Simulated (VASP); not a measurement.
# AlNi in VASP: a series of runs, part 2 of 3

VASP 6.6.1. Earlier steps stand in the parts before.

**3. Single point, PBE, collinear spin, ferromagnetic start**

This run uses another cell than the first one, of 12.21 Å³/atom, 1.020 times its volume.

The input, INCAR:

```
  PREC = Accurate
  ENCUT = 520
  EDIFF = 1E-6
  ISMEAR = -1
  SIGMA = 0.05
  LREAL = False
  LASPH = True
  NELM = 150
  ALGO = Normal
  ISIF = 2
  LWAVE = False
  LCHARG = False
  ISPIN = 2
  MAGMOM = 1 0
  LORBIT = 11
  LMAXMIX = 4
  GGA = PE
  NBANDS = 18
```

The input, KPOINTS:

```
regular mesh
0
Gamma
  10 10 9
```

The input, POSCAR:

```
AlNi
1.0
    1.9642060572     -1.9788929679      0.0000000000
    1.9642060572      1.9788929679      0.0000000000
    0.0000000000      0.0000000000      3.1402166928
Ni Al
1 1
Direct
    0.5000000000      0.5000000000      0.5000000000
    0.0000000000      0.0000000000      0.0000000000
```

Potentials or basis: VASP PAW PBE potentials, release 64 (Ni, Al).

Run with:

```bash
cat potpaw_PBE.64/Ni/POTCAR potpaw_PBE.64/Al/POTCAR > POTCAR
mpirun -np 1 vasp_std > vasp.out
```

Run time: 34 s. Hardware: 1 thread of Intel Xeon 6975P-C (Granite Rapids), shared host; peak memory 0.22 GiB.

It converged, with:

* Free energy: -10.5020 eV
* Pressure: -0.4 GPa
* Net moment: 0.00 μB per cell
* Valence electrons inside the program's atomic spheres: Ni 9.43; Al 0.79

Stress tensor (GPa, compression positive):
```
 2.56  0.00  0.00
 0.00  1.05  0.00
 0.00  0.00 -4.66
```

Levels at points of the mesh, in eV from the Fermi level:
Spin up:
```
           k point  band 3  band 4  band 5  band 6  band 7  band 8  band 9  band 10  band 11  band 12
(0.00, 0.00, 0.00)   -3.07   -1.56   -1.54   -1.27    2.87    6.85    6.89     7.03     8.53    13.98
(0.50, 0.00, 0.00)   -2.62   -2.60   -1.95   -1.43   -0.33    7.69    7.87     9.05    11.44    12.29
(0.50, 0.50, 0.00)   -2.33   -2.29   -2.29   -2.22   -0.79    2.16    3.07    10.43    13.24    13.36
```
Spin down:
```
           k point  band 5  band 6  band 7  band 8  band 9  band 10
(0.00, 0.00, 0.00)   -1.54   -1.27    2.87    6.85    6.89     7.03
(0.50, 0.00, 0.00)   -1.95   -1.43   -0.33    7.69    7.87     9.05
(0.50, 0.50, 0.00)   -2.29   -2.22   -0.79    2.16    3.07    10.43
```

**4. Single point, PBEsol, collinear spin, ferromagnetic start**

This run uses another cell than the first one, of 11.74 Å³/atom, 0.980 times its volume.

The input, INCAR:

```
SYSTEM = AlNi
PREC     = Accurate       ! precision mode
ENCUT    = 520            ! plane-wave cutoff, eV
EDIFF    = 1E-6           ! SCF threshold, eV
ISMEAR   = -1             ! smearing method
SIGMA    = 0.05           ! smearing width, eV
LREAL    = .False.        ! projectors in reciprocal space
LASPH    = .True.         ! aspherical terms in the spheres
NELM     = 150            ! most SCF steps
ALGO     = Normal         ! electronic algorithm
ISIF     = 2              ! what is computed and relaxed
LWAVE    = .False.        ! write WAVECAR
LCHARG   = .True.         ! write CHGCAR
ISPIN    = 2              ! spin polarisation
MAGMOM   = 1 0            ! initial moments
LORBIT   = 11             ! projections on sites
LMAXMIX  = 4              ! l up to which the mixer works
GGA      = PS             ! functional
LELF     = .True.         ! ELF
LVHAR    = .True.       
NBANDS   = 18             ! bands
```

The input, KPOINTS:

```
Automatic mesh
0
Gamma
  10 10 9
  0 0 0
```

The input, POSCAR:

```
AlNi
1.0
    1.9386940000     -1.9531901500      0.0000000000
    1.9386940000      1.9531901500      0.0000000000
    0.0000000000      0.0000000000      3.0994300413
Ni Al
1 1
Direct
    0.5000000000      0.5000000000      0.5000000000
    0.0000000000      0.0000000000      0.0000000000
```

Potentials or basis: VASP PAW PBE potentials, release 64 (Ni, Al).

Run with:

```bash
cat potpaw_PBE.64/Ni/POTCAR potpaw_PBE.64/Al/POTCAR > POTCAR
mpirun -np 1 vasp_std > vasp.out
```

OUTCAR:

```text
SYSTEM = AlNi
   PREC = Accurate
   ENCUT = 520
   EDIFF = 1E-6
   ISMEAR = -1
   LREAL = .False.
   LASPH = .True.
   NELM = 150
   ISIF = 2
   ISPIN = 2
   LORBIT = 11
   GGA = PS

 ion  position               nearest neighbor table
   1  0.500  0.500  0.500-   2 2.48   2 2.48   2 2.48   2 2.48   2 2.49   2 2.49   2 2.49   2 2.49

   2  0.000  0.000  0.000-   1 2.48   1 2.48   1 2.48   1 2.48   1 2.49   1 2.49   1 2.49   1 2.49

  LATTYP: Found a base centered orthorhombic cell.
 ALAT       =     3.8773880000
 B/A-ratio  =     1.0074772759
 C/A-ratio  =     0.7993603017

  Lattice vectors:

 A1 = (   1.9386940000,  -1.9531901500,   0.0000000000)
 A2 = (   1.9386940000,   1.9531901500,   0.0000000000)
 A3 = (   0.0000000000,   0.0000000000,   3.0994300413)

Analysis of symmetry for initial positions (statically):
=====================================================================
 Subroutine PRICEL returns:
 Original cell was already a primitive cell.

 Routine SETGRP: Setting up the symmetry group for a
 base centered orthorhombic supercell.

[... 696 lines left out ...]
 spin component 2

 k-point     1 :       0.0000    0.0000    0.0000
  band No.  band energies     occupation
      1      -1.1362      1.00000
      2       6.7178      1.00000
      3       6.8613      1.00000
      4       8.4844      1.00000
      5       8.5037      1.00000
      6       8.7971      1.00000
[... 493 lines left out ...]
     17      33.2718      0.00000
     18      34.2727      0.00000

 [... further k-points ...]
[... 5 lines left out ...]
  --------------------------------------------------------------------------------------
  -------------------------------------------------------------------------------------
  Total        0.6249529      0.3805826     -0.5650388      0.0000000      0.0000000      0.0000000
  in kB       42.6571869     25.9772948    -38.5676527      0.0000000      0.0000000      0.0000000
  external PRESSURE =      10.0222763 kB  Pullay stress =       0.0000000 kB

 VOLUME and BASIS-vectors are now :
 -----------------------------------------------------------------------------
  energy-cutoff  :      520.00
  volume of cell :       23.47
      direct lattice vectors                 reciprocal lattice vectors
     1.938694000 -1.953190150  0.000000000     0.257905580 -0.255991461  0.000000000
     1.938694000  1.953190150  0.000000000     0.257905580  0.255991461  0.000000000
     0.000000000  0.000000000  3.099430041     0.000000000  0.000000000  0.322639965

 POSITION                                       TOTAL-FORCE (eV/Angst)
 -----------------------------------------------------------------------------------
      1.93869      0.00000      1.54972         0.000000     -0.000000      0.000000
      0.00000      0.00000      0.00000        -0.000000      0.000000      0.000000
 -----------------------------------------------------------------------------------
    total drift:                                0.000000      0.000000      0.000000

  FREE ENERGIE OF THE ION-ELECTRON SYSTEM (eV)
  ---------------------------------------------------
  free  energy   TOTEN  =       -11.5460328039 eV

  energy  without entropy=      -11.5386695925  energy(sigma->0) =      -11.54235120

 total charge

# of ion       s       p       d       tot
------------------------------------------
    1        0.490   0.536   8.481   9.507
    2        0.387   0.424   0.000   0.810
--------------------------------------------------
tot          0.877   0.959   8.481  10.318

 magnetization (x)

# of ion       s       p       d       tot
------------------------------------------
    1        0.000   0.000   0.000   0.000
    2        0.000   0.000   0.000   0.000
--------------------------------------------------
tot          0.000   0.000   0.000   0.000
```

It took 59 s on 1 thread of Intel Xeon 6975P-C, shared host; peak memory 0.21 GiB.

Results:

```yaml
Free_energy: -11.5460 eV
Pressure: 1.0 GPa
Net_moment: 0.00 μB per cell
Valence_electrons_inside_the_program's_atomic_spheres: Ni 9.51; Al 0.81
```

Caveat: the PAW data sets were made with another functional, which shifts forces and pressure a little.

**5. Single point, PBEsol, collinear spin, ferromagnetic start**

This run uses another cell than the first one, of 11.74 Å³/atom, 0.980 times its volume.

The input, INCAR:

```
  ALGO = Normal
  EDIFF = 1E-7
  ENCUT = 520
  GGA = PS
  ISIF = 2
  ISMEAR = -1
  ISPIN = 2
  LASPH = T
  LCHARG = T
  LELF = T
  LMAXMIX = 4
  LORBIT = 11
  LREAL = F
  LVHAR = T
  LWAVE = F
  MAGMOM = 1 0
  NBANDS = 18
  NELM = 150
  PREC = Accurate
  SIGMA = 0.05
```

The input, KPOINTS:

```
k-points
0
Gamma
  10 10 9
```

POSCAR is that of step 4.

Potentials or basis: VASP PAW PBE potentials, release 64 (Ni, Al).

Run with:

```bash
cat potpaw_PBE.64/Ni/POTCAR potpaw_PBE.64/Al/POTCAR > POTCAR
mpirun -np 1 vasp_std > vasp.out
```

OUTCAR:

```text
EDIFF = 1E-7
   ENCUT = 520
   GGA = PS
   ISIF = 2
   ISMEAR = -1
   ISPIN = 2
   LASPH = T
   LORBIT = 11
   LREAL = F
   NELM = 150
   PREC = Accurate

 ion  position               nearest neighbor table
   1  0.500  0.500  0.500-   2 2.48   2 2.48   2 2.48   2 2.48   2 2.49   2 2.49   2 2.49   2 2.49

   2  0.000  0.000  0.000-   1 2.48   1 2.48   1 2.48   1 2.48   1 2.49   1 2.49   1 2.49   1 2.49

  LATTYP: Found a base centered orthorhombic cell.
 ALAT       =     3.8773880000
 B/A-ratio  =     1.0074772759
 C/A-ratio  =     0.7993603017

  Lattice vectors:

 A1 = (   1.9386940000,  -1.9531901500,   0.0000000000)
 A2 = (   1.9386940000,   1.9531901500,   0.0000000000)
 A3 = (   0.0000000000,   0.0000000000,   3.0994300413)

Analysis of symmetry for initial positions (statically):
=====================================================================
 Subroutine PRICEL returns:
 Original cell was already a primitive cell.

 Routine SETGRP: Setting up the symmetry group for a
 base centered orthorhombic supercell.

 Subroutine GETGRP returns: Found  8 space group operations
 (whereof  8 operations were pure point group operations)
 out of a pool of  8 trial point group operations.

The static configuration has the point symmetry D_2h.

Analysis of symmetry for dynamics (positions and initial velocities):
=====================================================================
 Subroutine PRICEL returns:
 Original cell was already a primitive cell.

 Routine SETGRP: Setting up the symmetry group for a
 base centered orthorhombic supercell.

 Subroutine GETGRP returns: Found  8 space group operations
 (whereof  8 operations were pure point group operations)
 out of a pool of  8 trial point group operations.

The dynamic configuration has the point symmetry D_2h.

Analysis of structural, dynamic, and magnetic symmetry:
=====================================================================
 Subroutine PRICEL returns:
 Original cell was already a primitive cell.

 Routine SETGRP: Setting up the symmetry group for a
 base centered orthorhombic supercell.

 Subroutine GETGRP returns: Found  8 space group operations
 (whereof  8 operations were pure point group operations)
 out of a pool of  8 trial point group operations.

The overall configuration has the point symmetry D_2h.

 Subroutine INISYM returns: Found  8 space group operations
 (whereof  8 operations are pure point group operations),
 and found     1 'primitive' translations

----------------------------------------------------------------------------------------

                                     Primitive cell

  volume of cell :      23.4728

  direct lattice vectors                    reciprocal lattice vectors
     1.938694000 -1.953190150  0.000000000     0.257905580 -0.255991461  0.000000000
     1.938694000  1.953190150  0.000000000     0.257905580  0.255991461  0.000000000
     0.000000000  0.000000000  3.099430041     0.000000000  0.000000000  0.322639965

  length of vectors
     2.751996764  2.751996764  3.099430041     0.363382603  0.363382603  0.322639965

  position of ions in fractional coordinates (direct lattice)
     0.500000000  0.500000000  0.500000000
     0.000000000  0.000000000  0.000000000

  ion indices of the primitive-cell ions
   primitive index   ion index
[... 67 lines left out ...]
   ICHARG =      2    charge: 1-file 2-atom 10-const
   ISPIN  =      2    spin polarized calculation?
   LNONCOLLINEAR =      F non collinear calculations
   LSORBIT =      F    spin-orbit coupling
   LASPH  =      T    aspherical Exc in radial PAW
   ENCUT  =  520.0 eV  38.22 Ry    6.18 a.u.   5.12  5.12  5.76*2*pi/ulx,y,z
   NELM   =    150;   NELMIN=  2; NELMDL= -5     # of ELM steps
   EDIFF  = 0.1E-06   stopping-criterion for ELM
   LREAL  =      F    real-space projection
   EDIFFG = 0.1E-05   stopping-criterion for IOM
   NSW    =      0    number of steps for IOM
   IBRION =     -1    ionic relax: 0-MD 1-quasi-New 2-CG
   NFREE  =      0    steps in history (QN), initial steepest desc. (CG)
   ISIF   =      2    stress and relaxation
   ISYM   =      2    0-nonsym 1-usesym 2-fastsym
   POTIM  = 0.5000    time-step for ionic-motion
   TEBEG  =    0.0;   TEEND  =   0.0 temperature during run
   PSTRESS=    0.0 pullay stress
   NELECT =      13.0000    total number of electrons
   NUPDOWN=      -1.0000    fix difference up-down
   EMIN   =  10.00;   EMAX   =-10.00  energy-range for DOS
   EFERMI =   0.00;   METHOD = LEGACY
   ISMEAR =    -1;   SIGMA  =   0.05  broadening in eV -4-tet -1-fermi 0-gaus
   EFERMI_NEDOS =   21; number of points for ismear=-14 and -15
   IALGO  =     38    algorithm
   IMIX   =      4    mixing-type and parameters
     AMIX     =   0.40;   BMIX     =  1.00
     AMIX_MAG =   1.60;   BMIX_MAG =  1.00
  volume/ion in A,a.u.               =      11.74        79.20
  Fermi-wavevector in a.u.,A,eV,Ry     =   1.344417  2.540580 24.591955  1.807458
  Thomas-Fermi vector in A             =   2.472413
   LORBIT       =     11    0 simple, 1 ext, 2 COOP (PROOUT), +10 PAW based schemes
   GGA     = PS    functional components
   LHFCALC =     F    Hartree Fock is set to
   AEXX    =    0.0000 exact exchange contribution
   IVDW    =     0    specifies the selected vdW correction
   LEPSILON=     F    determine dielectric tensor
   LRPA    =     F    only Hartree local field effects (RPA)
 spin polarized calculation
  energy-cutoff  :      520.00
  volume of cell :       23.47
 maximum number of plane-waves:       646
   NGX = 11   NGY = 11   NGZ = 11

 number of electron      13.0000022 magnetization       0.0002117

 number of electron      13.0000022 magnetization      -0.0000856

 Free energy of the ion-electron system (eV)
  ---------------------------------------------------
  ext. energy  EPLUGINS =         0.00000000
  ---------------------------------------------------
  free energy    TOTEN  =       -11.54603191 eV

  energy without entropy =      -11.53866373  energy(sigma->0) =      -11.54234782

 E-fermi :  10.1363     XC(G=0): -12.2564

 val. band max:       10.1332577533   @ k =  -0.4000   0.2000   0.1111
 cond. band min:      10.1368540247   @ k =   0.0000   0.0000   0.2222
 fundamental gap:      0.0035962715
 Fermi energy:        10.1363438139

 spin component 1

 k-point     1 :       0.0000    0.0000    0.0000
  band No.  band energies     occupation
      1      -1.1362      1.00000
      2       6.7186      1.00000
      3       6.8621      1.00000
      4       8.4857      1.00000
      5       8.5050      1.00000
      6       8.7984      1.00000
[... 493 lines left out ...]
     17      33.2717      0.00000
     18      34.2730      0.00000

 [... further k-points ...]

 spin component 2

 k-point     1 :       0.0000    0.0000    0.0000
  band No.  band energies     occupation
      1      -1.1362      1.00000
      2       6.7186      1.00000
      3       6.8620      1.00000
      4       8.4858      1.00000
      5       8.5050      1.00000
      6       8.7984      1.00000
[... 493 lines left out ...]
     17      33.2718      0.00000
     18      34.2730      0.00000

 [... further k-points ...]

------------------------ aborting loop because EDIFF is reached ----------------------------------------

  FORCE on cell =-STRESS in cart. coord.  units (eV):
  Direction    XX          YY          ZZ          XY          YZ          ZX
  --------------------------------------------------------------------------------------
  -------------------------------------------------------------------------------------
  Total        0.5662256      0.3217422     -0.6233880      0.0000000      0.0000000      0.0000000
  in kB       38.6486594     21.9610440    -42.5503771      0.0000000      0.0000000      0.0000000
  external PRESSURE =       6.0197754 kB  Pullay stress =       0.0000000 kB

 VOLUME and BASIS-vectors are now :
 -----------------------------------------------------------------------------
  energy-cutoff  :      520.00
  volume of cell :       23.47
      direct lattice vectors                 reciprocal lattice vectors
     1.938694000 -1.953190150  0.000000000     0.257905580 -0.255991461  0.000000000
     1.938694000  1.953190150  0.000000000     0.257905580  0.255991461  0.000000000
     0.000000000  0.000000000  3.099430041     0.000000000  0.000000000  0.322639965

 POSITION                                       TOTAL-FORCE (eV/Angst)
 -----------------------------------------------------------------------------------
      1.93869      0.00000      1.54972        -0.000000     -0.000000      0.000000
      0.00000      0.00000      0.00000         0.000000      0.000000      0.000000
 -----------------------------------------------------------------------------------
    total drift:                                0.000000      0.000000      0.000000

  FREE ENERGIE OF THE ION-ELECTRON SYSTEM (eV)
  ---------------------------------------------------
  free  energy   TOTEN  =       -11.5460319097 eV

  energy  without entropy=      -11.5386637323  energy(sigma->0) =      -11.54234782

 total charge

# of ion       s       p       d       tot
------------------------------------------
    1        0.490   0.536   8.481   9.507
    2        0.387   0.424   0.000   0.811
--------------------------------------------------
tot          0.877   0.959   8.481  10.317

 magnetization (x)

# of ion       s       p       d       tot
------------------------------------------
    1        0.000   0.000  -0.000  -0.000
    2       -0.000  -0.000   0.000  -0.000
--------------------------------------------------
tot          0.000   0.000  -0.000  -0.000
```

It took 98 s on 1 thread of Intel Xeon Platinum 8259CL at 2.50GHz (Skylake/Cascade Lake), shared host; peak memory 0.21 GiB.

What came out:

```
Free energy                                           : -11.5460 eV
Pressure                                              : 0.6 GPa
Net moment                                            : 0.00 μB per cell
Valence electrons inside the program's atomic spheres : Ni 9.51; Al 0.81
```

Caveat: the PAW data sets were made with another functional, which shifts forces and pressure a little.

(Continued in part 3 of 3.)
